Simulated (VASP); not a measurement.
# Ga3BAs4 (I-42m) in VASP: single point with PBE

Aim: the single point of Ga3BAs4 with PBE.

All numbers are computed with VASP 6.6.1; they aren't measurements. Logs are shortened: lines on timing, memory, paths and dates and some standing lists are left out, and cuts for length are marked.

**1. The cell of the first run**

The structure is tetragonal, space group I-42m (No. 121). Conventional cell: a = 5.517 Å, b = 5.517 Å, c = 10.951 Å, α = 90.00°, β = 90.00°, γ = 90.00°. Within 3.3 Å of Ga (site symmetry -42m) lie 4 As at 2.52 Å. Within 3.2 Å of Ga (site symmetry -4) lie 4 As at 2.46 Å. B (site symmetry -42m) has 4 As at 2.13 Å within 2.8 Å. As (site symmetry m) has 1 B at 2.13 Å and 3 Ga at 2.46 to 2.52 Å within 2.8 Å.

The cell was built from a structure type or drawn by symmetry, and may not be a known phase.

**2. Single point, PBE**

INCAR

```
SYSTEM = Ga3BAs4
PREC     = Accurate       ! precision mode
ENCUT    = 520            ! plane-wave cutoff, eV
EDIFF    = 1E-6           ! SCF threshold, eV
ISMEAR   = 0              ! smearing method
SIGMA    = 0.02           ! smearing width, eV
LREAL    = .False.        ! projectors in reciprocal space
LASPH    = .True.         ! aspherical terms in the spheres
NELM     = 60             ! most SCF steps
ALGO     = Normal         ! electronic algorithm
ISIF     = 2              ! what is computed and relaxed
LWAVE    = .False.        ! write WAVECAR
LCHARG   = .False.        ! write CHGCAR
GGA      = PE             ! functional
NBANDS   = 41             ! bands
```

KPOINTS

```
Automatic mesh
0
Gamma
  8 8 8
  0 0 0
```

POSCAR

```
Ga3BAs4
1.0
   -2.7584782157      2.7584782157      5.4754484209
    2.7584782157     -2.7584782157      5.4754484209
    2.7584782157      2.7584782157     -5.4754484209
Ga B As
3 1 4
Direct
    0.5000000000      0.5000000000      0.0000000000
    0.2500000000      0.7500000000      0.5000000000
    0.7500000000      0.2500000000      0.5000000000
    0.0000000000      0.0000000000      0.0000000000
    0.6650140911      0.1055922610      0.0000000000
    0.8944077390      0.8944077390      0.5594218301
    0.1055922610      0.6650140911      0.0000000000
    0.3349859089      0.3349859089      0.4405781699
```

Potentials or basis: VASP PAW PBE potentials, release 64 (Ga_d, B, As).

Launch:

```console
$ cat potpaw_PBE.64/Ga_d/POTCAR potpaw_PBE.64/B/POTCAR potpaw_PBE.64/As/POTCAR > POTCAR
$ mpirun -np 1 vasp_std > vasp.out
```

OUTCAR:

```text
SYSTEM = Ga3BAs4
   PREC = Accurate
   ENCUT = 520
   EDIFF = 1E-6
   ISMEAR = 0
   LREAL = .False.
   LASPH = .True.
   NELM = 60
   ISIF = 2
   GGA = PE

 ion  position               nearest neighbor table
   1  0.500  0.500  0.000-   6 2.52   5 2.52   7 2.52   8 2.52
   2  0.250  0.750  0.500-   5 2.46   6 2.46   8 2.46   7 2.46
   3  0.750  0.250  0.500-   7 2.46   6 2.46   8 2.46   5 2.46
   4  0.000  0.000  0.000-   5 2.13   6 2.13   7 2.13   8 2.13
   5  0.665  0.106  0.000-   4 2.13   2 2.46   3 2.46   1 2.52
   6  0.894  0.894  0.559-   4 2.13   3 2.46   2 2.46   1 2.52
   7  0.106  0.665  0.000-   4 2.13   3 2.46   2 2.46   1 2.52
   8  0.335  0.335  0.441-   4 2.13   3 2.46   2 2.46   1 2.52

  LATTYP: Found a body centered tetragonal cell.
 ALAT       =     5.5169564314
 C/A-ratio  =     1.9849525690

  Lattice vectors:

 A1 = (  -2.7584782157,   2.7584782157,   5.4754484209)
 A2 = (   2.7584782157,  -2.7584782157,   5.4754484209)
 A3 = (   2.7584782157,   2.7584782157,  -5.4754484209)

Analysis of symmetry for initial positions (statically):
=====================================================================
 Subroutine PRICEL returns:
 Original cell was already a primitive cell.

 Routine SETGRP: Setting up the symmetry group for a
 body centered tetragonal supercell.

 Subroutine GETGRP returns: Found  8 space group operations
 (whereof  8 operations were pure point group operations)
 out of a pool of 16 trial point group operations.

The static configuration has the point symmetry D_2d.

Analysis of symmetry for dynamics (positions and initial velocities):
=====================================================================
 Subroutine PRICEL returns:
 Original cell was already a primitive cell.

 Routine SETGRP: Setting up the symmetry group for a
 body centered tetragonal supercell.

 Subroutine GETGRP returns: Found  8 space group operations
 (whereof  8 operations were pure point group operations)
 out of a pool of 16 trial point group operations.

The dynamic configuration has the point symmetry D_2d.

 Subroutine INISYM returns: Found  8 space group operations
 (whereof  8 operations are pure point group operations),
 and found     1 'primitive' translations

----------------------------------------------------------------------------------------

                                     Primitive cell

  volume of cell :     166.6552

  direct lattice vectors                    reciprocal lattice vectors
    -2.758478216  2.758478216  5.475448421     0.000000000  0.181259361  0.091316722
     2.758478216 -2.758478216  5.475448421     0.181259361  0.000000000  0.091316722
     2.758478216  2.758478216 -5.475448421     0.181259361  0.181259361  0.000000000

  length of vectors
     6.723015658  6.723015658  6.723015658     0.202962311  0.202962311  0.256339447

  position of ions in fractional coordinates (direct lattice)
     0.500000000  0.500000000  0.000000000
     0.250000000  0.750000000  0.500000000
     0.750000000  0.250000000  0.500000000
     0.000000000  0.000000000  0.000000000
     0.665014091  0.105592261  0.000000000
     0.894407739  0.894407739  0.559421830
     0.105592261  0.665014091  0.000000000
     0.334985909  0.334985909  0.440578170

  ion indices of the primitive-cell ions
   primitive index   ion index
                 1           1
                 2           2
                 3           3
                 4           4
                 5           5
                 6           6
                 7           7
                 8           8

----------------------------------------------------------------------------------------

 KPOINTS: Automatic mesh

Automatic generation of k-mesh.
 Grid dimensions read from file:
 generate k-points for:    8    8    8

 Generating k-lattice:

  Cartesian coordinates                     Fractional coordinates (reciprocal lattice)
     0.000000000  0.022657420  0.011414590     0.125000000  0.000000000  0.000000000
     0.022657420  0.000000000  0.011414590     0.000000000  0.125000000  0.000000000
     0.022657420  0.022657420  0.000000000     0.000000000  0.000000000  0.125000000

  Length of vectors
     0.025370289  0.025370289  0.032042431

  Shift w.r.t. Gamma in fractional coordinates (k-lattice)
     0.000000000  0.000000000  0.000000000

 Subroutine IBZKPT returns following result:
 ===========================================

 Found     59 irreducible k-points:

 Following reciprocal coordinates:
            Coordinates               Weight
  0.000000  0.000000  0.000000      1.000000
  0.125000  0.000000  0.000000      8.000000
  0.250000  0.000000  0.000000      8.000000
  0.375000  0.000000 -0.000000      8.000000
  0.500000  0.000000  0.000000      4.000000
  0.125000  0.125000  0.000000      8.000000
[... 16 lines left out ...]
  0.250000  0.125000  0.125000     16.000000
  0.375000  0.125000  0.125000      8.000000
 [... further k-points ...]
   k-points           NKPTS =     59   k-points in BZ     NKDIM =     59   number of bands    NBANDS=     41
   number of dos      NEDOS =    301   number of ions     NIONS =      8
   total plane-waves  NPLWV = 125000
   dimension x,y,z NGX =    50 NGY =   50 NGZ =   50
   dimension x,y,z NGXF=   100 NGYF=  100 NGZF=  100
   ions per type =               3   1   4
   NGX,Y,Z   is equivalent  to a cutoff of  12.36, 12.36, 12.36 a.u.
   NGXF,Y,Z  is equivalent  to a cutoff of  24.73, 24.73, 24.73 a.u.
 SYSTEM =  Ga3BAs4
   PREC   = accura    normal or accurate (medium, high low for compatibility)
   ISTART =      0    job   : 0-new  1-cont  2-samecut
   ICHARG =      2    charge: 1-file 2-atom 10-const
   ISPIN  =      1    spin polarized calculation?
   LNONCOLLINEAR =      F non collinear calculations
   LSORBIT =      F    spin-orbit coupling
   LASPH  =      T    aspherical Exc in radial PAW
   ENCUT  =  520.0 eV  38.22 Ry    6.18 a.u.  12.50 12.50 12.50*2*pi/ulx,y,z
   NELM   =     60;   NELMIN=  2; NELMDL= -5     # of ELM steps
   EDIFF  = 0.1E-05   stopping-criterion for ELM
   LREAL  =      F    real-space projection
   EDIFFG = 0.1E-04   stopping-criterion for IOM
   NSW    =      0    number of steps for IOM
   IBRION =     -1    ionic relax: 0-MD 1-quasi-New 2-CG
   NFREE  =      0    steps in history (QN), initial steepest desc. (CG)
   ISIF   =      2    stress and relaxation
   ISYM   =      2    0-nonsym 1-usesym 2-fastsym
   POTIM  = 0.5000    time-step for ionic-motion
   TEBEG  =    0.0;   TEEND  =   0.0 temperature during run
   PSTRESS=    0.0 pullay stress
   NELECT =      62.0000    total number of electrons
   NUPDOWN=      -1.0000    fix difference up-down
   EMIN   =  10.00;   EMAX   =-10.00  energy-range for DOS
   EFERMI =   0.00;   METHOD = LEGACY
   ISMEAR =     0;   SIGMA  =   0.02  broadening in eV -4-tet -1-fermi 0-gaus
   EFERMI_NEDOS =   21; number of points for ismear=-14 and -15
   IALGO  =     38    algorithm
   IMIX   =      4    mixing-type and parameters
     AMIX     =   0.40;   BMIX     =  1.00
     AMIX_MAG =   1.60;   BMIX_MAG =  1.00
  volume/ion in A,a.u.               =      20.83       140.58
  Fermi-wavevector in a.u.,A,eV,Ry     =   1.177423  2.225007 18.862091  1.386325
  Thomas-Fermi vector in A             =   2.313770
   LORBIT       =      0    0 simple, 1 ext, 2 COOP (PROOUT), +10 PAW based schemes
   GGA     = PE    functional components
   LHFCALC =     F    Hartree Fock is set to
   AEXX    =    0.0000 exact exchange contribution
   IVDW    =     0    specifies the selected vdW correction
   LEPSILON=     F    determine dielectric tensor
   LRPA    =     F    only Hartree local field effects (RPA)
 non-spin polarized calculation
 Gauss-broadening in eV      SIGMA  =   0.02
  energy-cutoff  :      520.00
  volume of cell :      166.66
 maximum number of plane-waves:      4510
 NGX is ok and might be reduce to    50
   NGX = 25   NGY = 25   NGZ = 25

 number of electron      61.9999983 magnetization

 Free energy of the ion-electron system (eV)
  ---------------------------------------------------
  ext. energy  EPLUGINS =         0.00000000
  ---------------------------------------------------
  free energy    TOTEN  =       -35.65584396 eV

  energy without entropy =      -35.65584396  energy(sigma->0) =      -35.65584396

 E-fermi :   4.3010     XC(G=0):  -9.6989

 val. band max:        4.1704701783   @ k =   0.0000   0.0000   0.0000
 cond. band min:       4.8347864347   @ k =   0.0000   0.0000   0.0000
 fundamental gap:      0.6643162564
 Fermi energy:         4.3009551576

 k-point     1 :       0.0000    0.0000    0.0000
  band No.  band energies     occupation
      1     -10.7800      2.00000
      2     -10.7800      2.00000
      3     -10.7757      2.00000
      4     -10.7267      2.00000
      5     -10.6822      2.00000
      6     -10.6786      2.00000
[... 33 lines left out ...]
     40       9.2764      0.00000
     41       9.2857      0.00000

 k-point     2 :       0.1250    0.0000    0.0000
  band No.  band energies     occupation
      1     -10.7812      2.00000
      2     -10.7798      2.00000
      3     -10.7750      2.00000
      4     -10.7264      2.00000
      5     -10.6824      2.00000
      6     -10.6791      2.00000
[... 33 lines left out ...]
     40       9.0111      0.00000
     41       9.4840      0.00000

 k-point     3 :       0.2500    0.0000    0.0000
  band No.  band energies     occupation
      1     -10.7842      2.00000
      2     -10.7789      2.00000
      3     -10.7737      2.00000
      4     -10.7257      2.00000
      5     -10.6825      2.00000
      6     -10.6795      2.00000
[... 33 lines left out ...]
     40       9.0639      0.00000
     41       9.3975      0.00000

 k-point     4 :       0.3750    0.0000   -0.0000
  band No.  band energies     occupation
      1     -10.7870      2.00000
      2     -10.7774      2.00000
      3     -10.7728      2.00000
      4     -10.7249      2.00000
      5     -10.6835      2.00000
      6     -10.6773      2.00000
[... 825 lines left out ...]
     40       9.2566      0.00000
     41       9.4477      0.00000

 k-point    23 :       0.2500    0.1250    0.1250
  band No.  band energies     occupation
      1     -10.7912      2.00000
      2     -10.7759      2.00000
      3     -10.7730      2.00000
      4     -10.7241      2.00000
      5     -10.6850      2.00000
      6     -10.6794      2.00000
[... 33 lines left out ...]
     40       9.3643      0.00000
     41       9.8321      0.00000

 k-point    24 :       0.3750    0.1250    0.1250
  band No.  band energies     occupation
      1     -10.7923      2.00000
      2     -10.7750      2.00000
      3     -10.7732      2.00000
      4     -10.7239      2.00000
      5     -10.6862      2.00000
      6     -10.6790      2.00000
[... 33 lines left out ...]
     40       9.4120      0.00000
     41       9.4638      0.00000

 [... further k-points ...]
[... 5 lines left out ...]
  --------------------------------------------------------------------------------------
  -------------------------------------------------------------------------------------
  Total        0.2421533      0.2421533      0.2388799      0.0000000      0.0000000      0.0000000
  in kB        2.3279953      2.3279953      2.2965266      0.0000000      0.0000000      0.0000000
  external PRESSURE =       2.3175057 kB  Pullay stress =       0.0000000 kB

 VOLUME and BASIS-vectors are now :
 -----------------------------------------------------------------------------
  energy-cutoff  :      520.00
  volume of cell :      166.66
      direct lattice vectors                 reciprocal lattice vectors
    -2.758478216  2.758478216  5.475448421     0.000000000  0.181259361  0.091316722
     2.758478216 -2.758478216  5.475448421     0.181259361  0.000000000  0.091316722
     2.758478216  2.758478216 -5.475448421     0.181259361  0.181259361  0.000000000

 POSITION                                       TOTAL-FORCE (eV/Angst)
 -----------------------------------------------------------------------------------
      0.00000      0.00000      5.47545         0.000000     -0.000000      0.000000
      2.75848      0.00000      2.73772         0.000000     -0.000000     -0.000000
      0.00000      2.75848      2.73772         0.000000     -0.000000      0.000000
      0.00000      0.00000      0.00000         0.000000     -0.000000      0.000000
     -1.54315      1.54315      4.21942         0.010282     -0.010282     -0.007151
      1.54315      1.54315      6.73148        -0.010282     -0.010282      0.007151
      1.54315     -1.54315      4.21942        -0.010282      0.010282     -0.007151
      1.21533      1.21533      1.25603         0.010282      0.010282      0.007151
 -----------------------------------------------------------------------------------
    total drift:                                0.000013      0.000013      0.000005

  FREE ENERGIE OF THE ION-ELECTRON SYSTEM (eV)
  ---------------------------------------------------
  free  energy   TOTEN  =       -35.6558439646 eV

  energy  without entropy=      -35.6558439646  energy(sigma->0) =      -35.65584396
```

Wall time 6.7 min (1 thread of Intel Xeon Platinum 8488C (Sapphire Rapids), shared host); peak memory 0.55 GiB.

Results:

* Free energy: -35.6558 eV
* Pressure: 0.2 GPa
* Largest force: 0.016 eV/Å
* Band gap on the k mesh: 0.66 eV

Forces in eV/Å, atoms in the order of the input:
```
Ga   0.000  0.000  0.000
Ga   0.000  0.000  0.000
Ga   0.000  0.000  0.000
B    0.000  0.000  0.000
As   0.010 -0.010 -0.007
As  -0.010 -0.010  0.007
As  -0.010  0.010 -0.007
As   0.010  0.010  0.007
```
